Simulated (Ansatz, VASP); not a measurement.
# One calculation of WC, two programs

The input INCAR:

```
PREC     = Accurate       # precision mode
ENCUT    = 520            # plane-wave cutoff, eV
EDIFF    = 1E-6           # SCF threshold, eV
ISMEAR   = 0              # smearing method
SIGMA    = 0.15           # smearing width, eV
LREAL    = F              # projectors in reciprocal space
LASPH    = T              # aspherical terms in the spheres
NELM     = 80             # most SCF steps
ALGO     = Normal         # electronic algorithm
ISIF     = 2              # what is computed and relaxed
LWAVE    = F              # write WAVECAR
LCHARG   = T              # write CHGCAR
GGA      = PS             # functional
LELF     = T              # ELF
LVHAR    = T            
NBANDS   = 16             # bands
```

KPOINTS

```
regular mesh
0
Gamma
  18 18 18
```

The input POSCAR:

```
WC
1.0
    0.0000000000      2.0172692800      2.2803913600
    2.0172692800      0.0000000000      2.2803913600
    2.0172692800      2.0172692800      0.0000000000
W C
1 1
Direct
    0.0000000000      0.0000000000      0.0000000000
    0.5000000000      0.5000000000      0.5000000000
```

Input for Ansatz:

```yaml
crystal:
  lattice:
    - [0.0, 2.01726928, 2.28039136]
    - [2.01726928, 0.0, 2.28039136]
    - [2.01726928, 2.01726928, 0.0]
  atoms:
    - { symbol: W, position: [0.0, 0.0, 0.0] }
    - { symbol: C, position: [0.5, 0.5, 0.5] }
basis:
  ecutwfc: 420
kpoints:
  mp_grid: { grid: [18, 18, 18] }
hamiltonian:
  xc: pbesol
scf:
  occupations: { method: gaussian, width: 0.15 }
output:
  forces: true
  stress: true
  eigenvalues: true
  write_density: true
  write_potential: true
  elf: true
  volumetric_format: npy
```

Change from the starting cell: strain -0.080 along x and y, +0.040 along z, atoms carried along.

Alike in both runs: task single point; functional PBEsol; k mesh 18 × 18 × 18; occupations gaussian, width 0.15 eV; no spin polarisation.

|  | VASP | Ansatz |
| --- | --- | --- |
| version | VASP 6.6.1 | Ansatz 0.2.0 |
| potentials or method | VASP PAW PBE potentials, release 64 (W_sv, C), cutoff 520 eV | scalar-relativistic, plane waves, PAW |
| valence electrons in the cell | 18 | 18 |

```tsv
	VASP	Ansatz	Ansatz less VASP
gap on the k mesh at the Fermi level (eV)	none	none	-
pressure (GPa)	65.3	63.4	-1.88
traceless stress, the component that is largest in VASP (GPa)	-67.32	-66.80	+0.516
```

VASP's potentials were made for PBE, not for PBEsol. A gap of «none» marks a metal or a gap that the smearing closes. Both programs put the cell under a high pressure, so it lies far from rest at this level.

Neither program's run includes spin-orbit coupling. Noted on VASP's run: the cell as given lies far from equilibrium.
